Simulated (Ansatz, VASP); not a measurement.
Two plane-wave programs on ScTe2

```
Sc Te
1.0
     0.00000    3.56277    3.56277
     3.56277    0.00000    3.56277
     3.56277    3.56277    0.00000
Sc Te
1 2
Direct
  0.98316 0.01684 0.01684
  0.25000 0.25000 0.25000
  0.75000 0.75000 0.75000
```

Alike in both runs: task single point; functional PBE; k mesh 8 × 8 × 8; occupations gaussian, width 0.05 eV; no spin polarisation.

```csv
,VASP,Ansatz
version,VASP 6.6.1,Ansatz 0.2.0
potentials or method,"VASP PAW PBE potentials, release 64 (Sc_sv, Te), cutoff 520 eV","scalar-relativistic, plane waves, PAW"
valence electrons in the cell,23,43
```

Ansatz gave:

```
gap on the k mesh at the Fermi level (eV)                     : none
pressure (GPa)                                                : 0.1
traceless stress, the component that is largest in VASP (GPa) : 0.07
rms of the force components (eV/Å)                            : 0.131
```

What did VASP give for the same quantities?

gap on the k mesh at the Fermi level (eV): none; pressure (GPa): 0.2; traceless stress, the component that is largest in VASP (GPa): 0.07; rms of the force components (eV/Å): 0.134.

Atom by atom the forces differ by 0.002 eV/Å (rms over components). A gap of «none» marks a metal or a gap that the smearing closes. With one functional, cell and mesh, what is left measures potentials, basis and numerics. VASP's potentials hold 23 valence electrons a cell and Ansatz's 43, so a difference there can come from the potentials and not from the codes.

Neither program's run includes spin-orbit coupling.
